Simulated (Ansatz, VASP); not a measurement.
Two plane-wave programs on C

The input INCAR:

```
PREC = Accurate ; ENCUT = 600
EDIFF = 1E-6 ; ISMEAR = 0
SIGMA = 0.1 ; LREAL = False
LASPH = True ; NELM = 80
ALGO = Normal ; ISIF = 3
LWAVE = False ; LCHARG = False
GGA = PE ; IBRION = 2
NSW = 100 ; EDIFFG = -0.01
```

The input KPOINTS:

```
regular mesh
0
Gamma
  14 14 42
```

Contents of POSCAR:

```
C
1.0
    4.2485901249      0.0000000000      0.0000000000
    0.0000000000      4.2485901249      0.0000000000
    0.0000000000      0.0000000000      1.2822761482
C
1
Direct
    0.5000000000      0.5000000000      0.0000000000
```

Input for Ansatz:

```yaml
crystal:
  lattice:
    - [4.2485901249, 0.0, 0.0]
    - [0.0, 4.2485901249, 0.0]
    - [0.0, 0.0, 1.2822761482]
  atoms:
    - { symbol: C, position: [0.5, 0.5, 0.0] }
basis:
  ecutwfc: 420
kpoints:
  mp_grid: { grid: [14, 14, 42] }
hamiltonian:
  xc: pbe
scf:
  occupations: { method: gaussian, width: 0.1 }
output:
  forces: true
  stress: true
  eigenvalues: true
relax:
  adjacent_minimum: "off"
  f_tol: 0.01
  max_steps: 80
  cell: { stress_tol: 0.05 }
```

Alike in both runs: task relaxation of cell and atoms; functional PBE; k mesh 14 × 14 × 42; occupations gaussian, width 0.1 eV; no spin polarisation.

|  | VASP | Ansatz |
| --- | --- | --- |
| version | VASP 6.6.1 | Ansatz 0.2.0 |
| potentials or method | VASP PAW PBE potentials, release 64 (C), cutoff 600 eV | scalar-relativistic, plane waves, PAW |
| valence electrons in the cell | 4 | 4 |

Ansatz gave:

| Item | Value |
| --- | --- |
| gap on the k mesh at the Fermi level, each at its own relaxed structure (eV) | none |
| relaxed volume (Å³/atom) | 23.15 |
| relaxed length of the cell vector where the two differ most in proportion (Å) | 4.249 |

Task: Which values does VASP return?

Result: gap on the k mesh at the Fermi level, each at its own relaxed structure (eV): none; relaxed volume (Å³/atom): 21.29; relaxed length of the cell vector where the two differ most in proportion (Å): 4.076.

A gap of «none» marks a metal or a gap that the smearing closes. One of these differences is far larger than is usual between the two programs; its cause wasn't traced.
